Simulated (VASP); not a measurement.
Here is a VASP 6.6.1 calculation.

File INCAR:

```
SYSTEM = TiAl
PREC = Accurate
ENCUT = 520
EDIFF = 1E-7
ISMEAR = 0
SIGMA = 0.15
LREAL = .FALSE.
LASPH = .TRUE.
NELM = 80
ALGO = Fast
ISIF = 2
LWAVE = .FALSE.
LCHARG = .TRUE.
GGA = PS
LELF = .TRUE.
LVHAR = .TRUE.
NBANDS = 14
```

KPOINTS

```
Automatic mesh
0
G
  16 16 16
  0 0 0
```

POSCAR

```
TiAl
1.0
    2.9513478209      0.0000000000      0.0000000000
    0.0000000000      2.9513478209      0.0000000000
    0.0000000000      0.0000000000      3.8978450671
Ti Al
1 1
Direct
    0.0000000000      0.0000000000      0.0000000000
    0.5000000000      0.5000000000      0.5000000000
```

Potentials or basis: VASP PAW PBE potentials, release 64 (Ti_sv, Al).

The run is started by

```console
$ cat potpaw_PBE.64/Ti_sv/POTCAR potpaw_PBE.64/Al/POTCAR > POTCAR
$ mpirun -np 1 vasp_std > vasp.out
```

**Question.** Estimate the pressure.

**Answer.** -7.7 GPa.

**Question.** What does it give for the band gap on the k mesh?

**Answer.** Zero (an odd number of electrons rules out a gap without spin polarisation).

Stress tensor (GPa, compression positive):
```
-9.48  0.00  0.00
 0.00 -9.48  0.00
 0.00  0.00 -4.08
```

Caveat: the cell stands under tension; the PAW data sets were made with another functional, which shifts forces and pressure a little.
